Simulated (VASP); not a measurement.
# Sb (P6_3/mmc) in VASP: a series of runs

Sb is run at these levels: LDA; tasks: single point.

All numbers are computed with VASP 6.6.1; they aren't measurements. Logs are shortened: lines on timing, memory, paths and dates and some standing lists are left out, and cuts for length are marked.

**1. The cell of the first run**

It takes space group P6_3/mmc (No. 194, hexagonal). The conventional cell has a = 3.332 Å, b = 3.332 Å, c = 5.433 Å, α = 90.00°, β = 90.00°, γ = 120.00°. Sb (site symmetry -6m2) has 12 Sb at 3.33 Å within 4.4 Å.

This isn't the form of Sb at room conditions, which is rhombohedral.

**2. Single point, LDA**

Contents of INCAR:

```
SYSTEM = Sb
PREC = Accurate
ENCUT = 520
EDIFF = 1E-6
ISMEAR = -1
SIGMA = 0.05
LREAL = .FALSE.
LASPH = .TRUE.
NELM = 60
ALGO = Normal
ISIF = 2
LWAVE = .FALSE.
LCHARG = .FALSE.
NBANDS = 12
```

Contents of KPOINTS:

```
regular mesh
0
G
  9 9 5
  0 0 0
```

Contents of POSCAR:

```
Sb
1.0
    3.3320180998      0.0000000000      0.0000000000
   -1.6660090499      2.8856123203      0.0000000000
    0.0000000000      0.0000000000      5.4334470562
Sb
2
Direct
    0.6666666667      0.3333333333      0.7500000000
    0.3333333333      0.6666666667      0.2500000000
```

Potentials or basis: VASP PAW LDA potentials, release 64 (Sb).

Command:

```
$ cat potpaw_LDA.64/Sb/POTCAR > POTCAR
$ mpirun -np 1 vasp_std > vasp.out
```

OUTCAR:

```text
SYSTEM = Sb
   PREC = Accurate
   ENCUT = 520
   EDIFF = 1E-6
   ISMEAR = -1
   LREAL = .FALSE.
   LASPH = .TRUE.
   NELM = 60
   ISIF = 2

 ion  position               nearest neighbor table
   1  0.667  0.333  0.750-   2 3.33   2 3.33   2 3.33   2 3.33   2 3.33   2 3.33
   2  0.333  0.667  0.250-   1 3.33   1 3.33   1 3.33   1 3.33   1 3.33   1 3.33

  LATTYP: Found a hexagonal cell.
 ALAT       =     3.3320180998
 C/A-ratio  =     1.6306775334

  Lattice vectors:

 A1 = (   3.3320180998,   0.0000000000,   0.0000000000)
 A2 = (  -1.6660090499,   2.8856123203,   0.0000000000)
 A3 = (   0.0000000000,   0.0000000000,   5.4334470562)

Analysis of symmetry for initial positions (statically):
=====================================================================
 Subroutine PRICEL returns:
 Original cell was already a primitive cell.

 Routine SETGRP: Setting up the symmetry group for a
 hexagonal supercell.

 Subroutine GETGRP returns: Found 24 space group operations
 (whereof 12 operations were pure point group operations)
 out of a pool of 24 trial point group operations.

The static configuration has the point symmetry D_3d.
 The point group associated with its full space group is D_6h.

Analysis of symmetry for dynamics (positions and initial velocities):
=====================================================================
 Subroutine PRICEL returns:
 Original cell was already a primitive cell.

 Routine SETGRP: Setting up the symmetry group for a
 hexagonal supercell.

 Subroutine GETGRP returns: Found 24 space group operations
 (whereof 12 operations were pure point group operations)
 out of a pool of 24 trial point group operations.

The dynamic configuration has the point symmetry D_3d.
 The point group associated with its full space group is D_6h.

 Subroutine INISYM returns: Found 24 space group operations
 (whereof 12 operations are pure point group operations),
 and found     1 'primitive' translations

----------------------------------------------------------------------------------------

                                     Primitive cell

  volume of cell :      52.2421

  direct lattice vectors                    reciprocal lattice vectors
     3.332018100  0.000000000  0.000000000     0.300118418  0.173273449  0.000000000
    -1.666009050  2.885612320  0.000000000     0.000000000  0.346546899  0.000000000
     0.000000000  0.000000000  5.433447056     0.000000000  0.000000000  0.184045228

  length of vectors
     3.332018100  3.332018100  5.433447056     0.346546899  0.346546899  0.184045228

  position of ions in fractional coordinates (direct lattice)
     0.666666667  0.333333333  0.750000000
     0.333333333  0.666666667  0.250000000

  ion indices of the primitive-cell ions
   primitive index   ion index
                 1           1
                 2           2

----------------------------------------------------------------------------------------

 KPOINTS: regular mesh

Automatic generation of k-mesh.
 Grid dimensions read from file:
 generate k-points for:    9    9    5

 Generating k-lattice:

  Cartesian coordinates                     Fractional coordinates (reciprocal lattice)
     0.033346491  0.019252605  0.000000000     0.111111111 -0.000000000  0.000000000
     0.000000000  0.038505211  0.000000000     0.000000000  0.111111111  0.000000000
     0.000000000  0.000000000  0.036809046     0.000000000  0.000000000  0.200000000

  Length of vectors
     0.038505211  0.038505211  0.036809046

  Shift w.r.t. Gamma in fractional coordinates (k-lattice)
     0.000000000  0.000000000  0.000000000

 Subroutine IBZKPT returns following result:
 ===========================================

 Found     36 irreducible k-points:

 Following reciprocal coordinates:
            Coordinates               Weight
  0.000000  0.000000  0.000000      1.000000
  0.111111 -0.000000  0.000000      6.000000
  0.222222  0.000000  0.000000      6.000000
  0.333333  0.000000  0.000000      6.000000
  0.444444  0.000000  0.000000      6.000000
  0.111111  0.111111  0.000000      6.000000
[... 16 lines left out ...]
  0.333333  0.222222  0.200000     24.000000
  0.333333  0.333333  0.200000      4.000000
 [... further k-points ...]
   k-points           NKPTS =     36   k-points in BZ     NKDIM =     36   number of bands    NBANDS=     12
   number of dos      NEDOS =    301   number of ions     NIONS =      2
   total plane-waves  NPLWV =  31360
   dimension x,y,z NGX =    28 NGY =   28 NGZ =   40
   dimension x,y,z NGXF=    56 NGYF=   56 NGZF=   80
   ions per type =               2
   NGX,Y,Z   is equivalent  to a cutoff of  13.97, 13.97, 12.24 a.u.
   NGXF,Y,Z  is equivalent  to a cutoff of  27.94, 27.94, 24.48 a.u.
 SYSTEM =  Sb
   PREC   = accura    normal or accurate (medium, high low for compatibility)
   ISTART =      0    job   : 0-new  1-cont  2-samecut
   ICHARG =      2    charge: 1-file 2-atom 10-const
   ISPIN  =      1    spin polarized calculation?
   LNONCOLLINEAR =      F non collinear calculations
   LSORBIT =      F    spin-orbit coupling
   LASPH  =      T    aspherical Exc in radial PAW
   ENCUT  =  520.0 eV  38.22 Ry    6.18 a.u.   6.20  6.20 10.10*2*pi/ulx,y,z
   NELM   =     60;   NELMIN=  2; NELMDL= -5     # of ELM steps
   EDIFF  = 0.1E-05   stopping-criterion for ELM
   LREAL  =      F    real-space projection
   EDIFFG = 0.1E-04   stopping-criterion for IOM
   NSW    =      0    number of steps for IOM
   IBRION =     -1    ionic relax: 0-MD 1-quasi-New 2-CG
   NFREE  =      0    steps in history (QN), initial steepest desc. (CG)
   ISIF   =      2    stress and relaxation
   ISYM   =      2    0-nonsym 1-usesym 2-fastsym
   POTIM  = 0.5000    time-step for ionic-motion
   TEBEG  =    0.0;   TEEND  =   0.0 temperature during run
   PSTRESS=    0.0 pullay stress
   NELECT =      10.0000    total number of electrons
   NUPDOWN=      -1.0000    fix difference up-down
   EMIN   =  10.00;   EMAX   =-10.00  energy-range for DOS
   EFERMI =   0.00;   METHOD = LEGACY
   ISMEAR =    -1;   SIGMA  =   0.05  broadening in eV -4-tet -1-fermi 0-gaus
   EFERMI_NEDOS =   21; number of points for ismear=-14 and -15
   IALGO  =     38    algorithm
   IMIX   =      4    mixing-type and parameters
     AMIX     =   0.40;   BMIX     =  1.00
     AMIX_MAG =   1.60;   BMIX_MAG =  1.00
  volume/ion in A,a.u.               =      26.12       176.27
  Fermi-wavevector in a.u.,A,eV,Ry     =   0.943484  1.782926 12.111392  0.890162
  Thomas-Fermi vector in A             =   2.071196
   LORBIT       =      0    0 simple, 1 ext, 2 COOP (PROOUT), +10 PAW based schemes
   GGA     = CA    functional components
   LHFCALC =     F    Hartree Fock is set to
   AEXX    =    0.0000 exact exchange contribution
   IVDW    =     0    specifies the selected vdW correction
   LEPSILON=     F    determine dielectric tensor
   LRPA    =     F    only Hartree local field effects (RPA)
 non-spin polarized calculation
  energy-cutoff  :      520.00
  volume of cell :       52.24
 maximum number of plane-waves:      1424
 NGX is ok and might be reduce to    28
   NGX = 13   NGY = 13   NGZ = 21

 number of electron      10.0000000 magnetization

 number of electron       9.9999999 magnetization

 Free energy of the ion-electron system (eV)
  ---------------------------------------------------
  ext. energy  EPLUGINS =         0.00000000
  ---------------------------------------------------
  free energy    TOTEN  =        -9.15740788 eV

  energy without entropy =       -9.14563933  energy(sigma->0) =       -9.15152361

 E-fermi :   8.7108     XC(G=0): -10.5029

 val. band max:        8.6843323699   @ k =   0.4444   0.1111   0.0000
 cond. band min:       8.7317688648   @ k =   0.2222   0.0000   0.4000
 fundamental gap:      0.0474364949
 Fermi energy:         8.7107838967

 k-point     1 :       0.0000    0.0000    0.0000
  band No.  band energies     occupation
      1      -4.3703      2.00000
      2      -0.4608      2.00000
      3       2.8246      2.00000
      4      12.4446      0.00000
      5      12.4446      0.00000
      6      14.1163      0.00000
      7      14.1163      0.00000
      8      14.3682      0.00000
      9      16.5969      0.00000
     10      17.7604      0.00000
     11      18.6838      0.00000
     12      18.6838      0.00000

 k-point     2 :       0.1111   -0.0000    0.0000
  band No.  band energies     occupation
      1      -4.1479      2.00000
      2      -0.2661      2.00000
      3       3.0570      2.00000
      4      10.5275      0.00000
      5      11.7005      0.00000
      6      13.0111      0.00000
      7      14.1056      0.00000
      8      14.2096      0.00000
      9      16.4558      0.00000
     10      18.0301      0.00000
     11      18.6261      0.00000
     12      18.8634      0.00000

 k-point     3 :       0.2222    0.0000    0.0000
  band No.  band energies     occupation
      1      -3.4858      2.00000
      2       0.2891      2.00000
      3       3.7432      2.00000
      4       7.6012      2.00000
      5      10.5674      0.00000
      6      10.7081      0.00000
      7      12.9197      0.00000
      8      13.6999      0.00000
      9      14.8224      0.00000
     10      17.2904      0.00000
     11      18.3216      0.00000
     12      18.8272      0.00000

 k-point     4 :       0.3333    0.0000    0.0000
  band No.  band energies     occupation
      1      -2.4114      2.00000
      2       1.0087      2.00000
      3       4.8374      2.00000
      4       5.1121      2.00000
      5       8.2219      1.99989
      6       9.6871      0.00000
      7      10.9329      0.00000
      8      13.0043      0.00000
      9      13.8123      0.00000
     10      16.6982      0.00000
     11      17.7606      0.00000
     12      18.1987      0.00000

 k-point     5 :       0.4444    0.0000    0.0000
  band No.  band energies     occupation
      1      -1.0810      2.00000
      2       0.9170      2.00000
      3       4.2544      2.00000
      4       6.1314      2.00000
      5       6.1429      2.00000
      6       9.0554      0.00203
      7       9.2200      0.00008
      8      12.5841      0.00000
      9      13.3441      0.00000
     10      16.3954      0.00000
     11      17.4651      0.00000
     12      17.8828      0.00000
[... 228 lines left out ...]
      1      -0.3829      2.00000
      2       0.7383      2.00000
      3       3.7941      2.00000
      4       5.0114      2.00000
      5       7.4110      2.00000
      6       8.5747      1.87651
      7       9.6248      0.00000
      8      10.7374      0.00000
      9      15.1074      0.00000
     10      15.2999      0.00000
     11      18.0563      0.00000
     12      18.4304      0.00000

 k-point    22 :       0.2222    0.2222    0.2000
  band No.  band energies     occupation
      1      -1.5928      2.00000
      2       0.8227      2.00000
      3       4.9297      2.00000
      4       6.1475      2.00000
      5       7.0879      2.00000
      6       8.0010      2.00000
      7       9.4051      0.00000
      8      11.6749      0.00000
      9      14.9882      0.00000
     10      17.1531      0.00000
     11      18.1851      0.00000
     12      18.5468      0.00000

 k-point    23 :       0.3333    0.2222    0.2000
  band No.  band energies     occupation
      1      -0.3279      2.00000
      2       1.0658      2.00000
      3       4.2836      2.00000
      4       5.3707      2.00000
      5       6.3156      2.00000
      6       8.1004      1.99999
      7       8.6481      1.55604
      8      10.4157      0.00000
      9      14.0926      0.00000
     10      17.9261      0.00000
     11      18.2814      0.00000
     12      19.8857      0.00000

 k-point    24 :       0.3333    0.3333    0.2000
  band No.  band energies     occupation
      1       0.6628      2.00000
      2       0.6628      2.00000
      3       4.4395      2.00000
      4       5.5011      2.00000
      5       5.5011      2.00000
      6       7.1014      2.00000
      7       9.5048      0.00000
      8       9.5048      0.00000
      9      13.3429      0.00000
     10      19.1717      0.00000
     11      19.1717      0.00000
     12      20.9464      0.00000

 [... further k-points ...]

------------------------ aborting loop because EDIFF is reached ----------------------------------------

  FORCE on cell =-STRESS in cart. coord.  units (eV):
  Direction    XX          YY          ZZ          XY          YZ          ZX
  --------------------------------------------------------------------------------------
  -------------------------------------------------------------------------------------
  Total       -0.4379916     -0.4379916     -0.5228164      0.0000000     -0.0000000      0.0000000
  in kB      -13.4324625    -13.4324625    -16.0338941      0.0000000     -0.0000000      0.0000000
  external PRESSURE =     -14.2996064 kB  Pullay stress =       0.0000000 kB

 VOLUME and BASIS-vectors are now :
 -----------------------------------------------------------------------------
  energy-cutoff  :      520.00
  volume of cell :       52.24
      direct lattice vectors                 reciprocal lattice vectors
     3.332018100  0.000000000  0.000000000     0.300118418  0.173273449  0.000000000
    -1.666009050  2.885612320  0.000000000     0.000000000  0.346546899  0.000000000
     0.000000000  0.000000000  5.433447056     0.000000000  0.000000000  0.184045228

 POSITION                                       TOTAL-FORCE (eV/Angst)
 -----------------------------------------------------------------------------------
      1.66601      0.96187      4.07509         0.000000     -0.000000      0.000000
     -0.00000      1.92374      1.35836        -0.000000      0.000000      0.000000
 -----------------------------------------------------------------------------------
    total drift:                               -0.000000      0.000000      0.000000

  FREE ENERGIE OF THE ION-ELECTRON SYSTEM (eV)
  ---------------------------------------------------
  free  energy   TOTEN  =        -9.1574078842 eV

  energy  without entropy=       -9.1456393328  energy(sigma->0) =       -9.15152361
```

Run time: 14 s. Hardware: 1 thread of Intel Xeon 8259CL, shared host; peak memory 0.16 GiB.

Results:

```yaml
Free_energy: -9.1574 eV
Pressure: -1.4 GPa
Band_gap_on_the_k_mesh: zero (bands 5 and 6 overlap by 7.01 eV)
```

Stress tensor (GPa, compression positive):
```
-1.34  0.00  0.00
 0.00 -1.34  0.00
 0.00  0.00 -1.60
```

Levels at points of the mesh, in eV from the Fermi level:
| k point | band 3 | band 4 | band 5 | band 6 | band 7 | band 8 |
| --- | --- | --- | --- | --- | --- | --- |
| (0.00, 0.00, 0.00) | -5.89 | 3.73 | 3.73 | 5.41 | 5.41 | 5.66 |

Caveat: spin-orbit coupling is left out, which moves the levels of the heavy elements.

**3. Single point, LDA**

This run uses another cell than the first one, of 26.65 Å³/atom.

Contents of INCAR:

```
PREC = Accurate
ENCUT = 520
EDIFF = 1E-7
ISMEAR = -1
SIGMA = 0.05
LREAL = False
LASPH = True
NELM = 60
ALGO = Normal
ISIF = 2
LWAVE = False
LCHARG = False
GGA = CA
NBANDS = 12
```

Contents of KPOINTS:

```
regular mesh
0
Gamma
  9 9 5
```

Contents of POSCAR:

```
Sb
1.0
    3.3545324186      0.0000000000      0.0000000000
   -1.6772662093      2.9051102923      0.0000000000
    0.0000000000      0.0000000000      5.4701606500
Sb
2
Direct
    0.6666666667      0.3333333333      0.7500000000
    0.3333333333      0.6666666667      0.2500000000
```

Potentials or basis: VASP PAW LDA potentials, release 64 (Sb).

Command:

```
$ cat potpaw_LDA.64/Sb/POTCAR > POTCAR
$ mpirun -np 1 vasp_std > vasp.out
```

Wall time 16 s (1 thread of Intel Xeon 8259CL, shared host); peak memory 0.16 GiB.

It converged, with:

| Quantity | Value |
| --- | --- |
| Free energy | -9.1439 eV |
| Pressure | -2.6 GPa |
| Band gap on the k mesh | zero (bands 5 and 6 overlap by 6.83 eV) |

Stress tensor (GPa, compression positive):
```
-2.52  0.00  0.00
 0.00 -2.52  0.00
 0.00  0.00 -2.88
```

Levels at points of the mesh, in eV from the Fermi level:
```
           k point  band 3  band 4  band 5  band 6  band 7  band 8
(0.00, 0.00, 0.00)   -5.75    3.64    3.64    5.27    5.27    5.50
```

Caveat: spin-orbit coupling is left out, which moves the levels of the heavy elements.

**4. Single point, LDA**

This run uses another cell than the first one, of 26.65 Å³/atom.

Contents of INCAR:

```
PREC = Accurate
ENCUT = 520
EDIFF = 1E-6
ISMEAR = -1
SIGMA = 0.05
LREAL = False
LASPH = True
NELM = 100
ALGO = Normal
ISIF = 2
LWAVE = False
LCHARG = True
LELF = True
LVHAR = True
NBANDS = 12
```

Contents of KPOINTS:

```
Automatic mesh
0
Gamma
  9 9 5
```

POSCAR is that of step 3.

Command:

```
$ cat potpaw_LDA.64/Sb/POTCAR > POTCAR
$ mpirun -np 1 vasp_std > vasp.out
```

Wall time 22 s (1 thread of Intel Xeon 8259CL, shared host); peak memory 0.16 GiB.

The run converged. Its results:

```yaml
Free_energy: -9.1439 eV
Pressure: -2.7 GPa
Band_gap_on_the_k_mesh: zero (bands 5 and 6 overlap by 6.83 eV)
```

Stress tensor (GPa, compression positive):
```
-2.53  0.00  0.00
 0.00 -2.53  0.00
 0.00  0.00 -2.89
```

Levels at points of the mesh, in eV from the Fermi level:
| k point | band 1 | band 2 | band 3 | band 4 | band 5 | band 6 | band 7 | band 8 | band 9 | band 10 |
| --- | --- | --- | --- | --- | --- | --- | --- | --- | --- | --- |
| (0.00, 0.00, 0.00) | -12.92 | -9.13 | -5.75 | 3.64 | 3.64 | 5.27 | 5.27 | 5.50 | 7.79 | 9.02 |

Caveat: spin-orbit coupling is left out, which moves the levels of the heavy elements.

(Continued in part 2 of 2.)
